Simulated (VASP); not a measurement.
# SnO2 (P4_2/mnm) in VASP: a series of runs, part 3 of 3

VASP 6.6.1. Earlier steps stand in the parts before.

### Step 5. Single point, PBE

Input file INCAR:

```
  PREC = Accurate
  ENCUT = 520
  EDIFF = 1E-6
  ISMEAR = 0
  SIGMA = 0.01
  LREAL = F
  LASPH = T
  NELM = 80
  ALGO = Normal
  ISIF = 2
  LWAVE = F
  LCHARG = F
  GGA = PE
  NBANDS = 35
```

Input file KPOINTS:

```
regular mesh
0
Gamma
  6 6 8
```

Input file POSCAR:

```
SnO2
1.0
    4.7604949017      0.0000000000      0.0000000000
    0.0000000000      4.7604949017      0.0000000000
    0.0000000000      0.0000000000      3.2001628142
Sn O
2 4
Direct
    0.0000000000      0.0000000000      0.0000000000
    0.5000000000      0.5000000000      0.5000000000
    0.3058809152      0.3058809152      0.0000000000
    0.1941190848      0.8058809152      0.5000000000
    0.6941190848      0.6941190848      0.0000000000
    0.8058809152      0.1941190848      0.5000000000
```

Potentials or basis: VASP PAW PBE potentials, release 64 (Sn_d, O).

Started as:

```
$ cat potpaw_PBE.64/Sn_d/POTCAR potpaw_PBE.64/O/POTCAR > POTCAR
$ mpirun -np 1 vasp_std > vasp.out
```

OUTCAR:

```text
PREC = Accurate
   ENCUT = 520
   EDIFF = 1E-6
   ISMEAR = 0
   LREAL = F
   LASPH = T
   NELM = 80
   ISIF = 2
   GGA = PE

 ion  position               nearest neighbor table
   1  0.000  0.000  0.000-   3 2.06   5 2.06   4 2.07   6 2.07   4 2.07   6 2.07   2 3.73   2 3.73
                             2 3.73   2 3.73   2 3.73   2 3.73   2 3.73   2 3.73
   2  0.500  0.500  0.500-   4 2.06   6 2.06   5 2.07   3 2.07   3 2.07   5 2.07   1 3.73   1 3.73
                             1 3.73   1 3.73   1 3.73   1 3.73   1 3.73   1 3.73
   3  0.306  0.306  0.000-   1 2.06   2 2.07   2 2.07
   4  0.194  0.806  0.500-   2 2.06   1 2.07   1 2.07
   5  0.694  0.694  0.000-   1 2.06   2 2.07   2 2.07
   6  0.806  0.194  0.500-   2 2.06   1 2.07   1 2.07

  LATTYP: Found a simple tetragonal cell.
 ALAT       =     4.7604949017
 C/A-ratio  =     0.6722332195

  Lattice vectors:

 A1 = (   4.7604949017,   0.0000000000,   0.0000000000)
 A2 = (   0.0000000000,   4.7604949017,   0.0000000000)
 A3 = (   0.0000000000,   0.0000000000,   3.2001628142)

Analysis of symmetry for initial positions (statically):
=====================================================================
 Subroutine PRICEL returns:
 Original cell was already a primitive cell.
[... 187 lines left out ...]

 k-point     1 :       0.0000    0.0000    0.0000
  band No.  band energies     occupation
      1     -15.1051      2.00000
      2     -14.3405      2.00000
      3     -14.1025      2.00000
      4     -14.0754      2.00000
      5     -14.0754      2.00000
      6     -14.0090      2.00000
[... 901 lines left out ...]
     34      18.3287      0.00000
     35      18.5302      0.00000

 [... further k-points ...]

------------------------ aborting loop because EDIFF is reached ----------------------------------------

  FORCE on cell =-STRESS in cart. coord.  units (eV):
  Direction    XX          YY          ZZ          XY          YZ          ZX
  --------------------------------------------------------------------------------------
  -------------------------------------------------------------------------------------
  Total        3.5054897      3.5054897      4.4028060      0.0000000      0.0000000      0.0000000
  in kB       77.4431468     77.4431468     97.2666264      0.0000000      0.0000000      0.0000000
  external PRESSURE =      84.0509733 kB  Pullay stress =       0.0000000 kB

 VOLUME and BASIS-vectors are now :
 -----------------------------------------------------------------------------
  energy-cutoff  :      520.00
  volume of cell :       72.52
      direct lattice vectors                 reciprocal lattice vectors
     4.760494902  0.000000000  0.000000000     0.210062193  0.000000000  0.000000000
     0.000000000  4.760494902  0.000000000     0.000000000  0.210062193  0.000000000
     0.000000000  0.000000000  3.200162814     0.000000000  0.000000000  0.312484101

 POSITION                                       TOTAL-FORCE (eV/Angst)
 -----------------------------------------------------------------------------------
      0.00000      0.00000      0.00000         0.000000      0.000000     -0.000000
      2.38025      2.38025      1.60008         0.000000      0.000000     -0.000000
      1.45614      1.45614      0.00000        -0.033301     -0.033301      0.000000
      0.92410      3.83639      1.60008         0.033301     -0.033301     -0.000000
      3.30435      3.30435      0.00000         0.033301      0.033301     -0.000000
      3.83639      0.92410      1.60008        -0.033301      0.033301     -0.000000
 -----------------------------------------------------------------------------------
    total drift:                                0.000000      0.000000     -0.000000

  FREE ENERGIE OF THE ION-ELECTRON SYSTEM (eV)
  ---------------------------------------------------
  free  energy   TOTEN  =       -37.2283838316 eV

  energy  without entropy=      -37.2283838316  energy(sigma->0) =      -37.22838383
```

OSZICAR:

```text
N       E                     dE             d eps       ncg     rms          rms(c)
DAV:   1     0.637407775617E+03    0.63741E+03   -0.25746E+04  3901   0.232E+03
DAV:   2     0.566615758096E+02   -0.58075E+03   -0.54694E+03  3764   0.607E+02
DAV:   3    -0.383873400212E+02   -0.95049E+02   -0.93388E+02  3766   0.207E+02
DAV:   4    -0.433168363561E+02   -0.49295E+01   -0.48903E+01  4443   0.506E+01
DAV:   5    -0.434446525005E+02   -0.12782E+00   -0.12762E+00  4374   0.860E+00    0.160E+01
DAV:   6    -0.371417668344E+02    0.63029E+01   -0.17556E+01  5550   0.640E+01    0.620E+00
DAV:   7    -0.372567433160E+02   -0.11498E+00   -0.20356E+00  4066   0.792E+00    0.322E+00
DAV:   8    -0.372347769272E+02    0.21966E-01   -0.16876E-01  5138   0.414E+00    0.748E-01
DAV:   9    -0.372275963162E+02    0.71806E-02   -0.34937E-02  5780   0.298E+00    0.131E-01
DAV:  10    -0.372282709329E+02   -0.67462E-03   -0.38363E-03  4438   0.482E-01    0.536E-02
DAV:  11    -0.372283855142E+02   -0.11458E-03   -0.19068E-04  4606   0.101E-01    0.147E-02
DAV:  12    -0.372283855065E+02    0.76807E-08   -0.11075E-05  4742   0.240E-02    0.880E-03
DAV:  13    -0.372283838474E+02    0.16591E-05   -0.45486E-06  4022   0.371E-02    0.167E-03
DAV:  14    -0.372283838316E+02    0.15793E-07   -0.61542E-07  2269   0.585E-03
   1 F= -.37228384E+02 E0= -.37228384E+02  d E =-.242292E-87
```

It took 98 s on 1 thread of AMD EPYC 7R13, shared host; peak memory 0.21 GiB.

Results:

| Property | Result |
| --- | --- |
| Free energy | -37.2284 eV |
| Pressure | 8.4 GPa |
| Largest force | 0.047 eV/Å |
| Band gap on the k mesh | 1.09 eV |

Forces in eV/Å, atoms in the order of the input:
```
Sn   0.000  0.000  0.000
Sn   0.000  0.000  0.000
O   -0.033 -0.033  0.000
O    0.033 -0.033  0.000
O    0.033  0.033  0.000
O   -0.033  0.033  0.000
```

Caveat: the cell stands under pressure; spin-orbit coupling is left out, which moves the levels of the heavy elements.

### Step 6. Overview

```tsv
level	cell	k mesh	gap on the mesh (eV)	pressure (GPa)	largest force (eV/Å)
r2SCAN	a = 4.760, b = 4.760, c = 3.200 Å, 6 atoms	4 × 4 × 6	1.79	1.1	0.02
r2SCAN	a = 4.808, b = 4.808, c = 3.232 Å, 6 atoms	4 × 4 × 6	1.44	-5.0	0.08
r2SCAN	a = 4.854, b = 4.854, c = 3.263 Å, 6 atoms	4 × 4 × 6	1.11	-10.1	0.17
PBE	a = 4.760, b = 4.760, c = 3.200 Å, 6 atoms	6 × 6 × 8	1.09	8.4	0.05
```

Alike in all rows: task single point; potentials or basis VASP PAW PBE potentials, release 64 (Sn_d, O); no spin polarisation; cutoff (eV) 520; smearing gaussian 0.01 eV.

Caveats: spin-orbit coupling is left out, which moves the levels of the heavy elements; the PAW data sets were made with another functional, which shifts forces and pressure a little (at least some runs); the cell stands under tension (at least some runs); the cell stands under pressure (at least some runs).

Absolute energies hang on the potentials; compare differences alone.
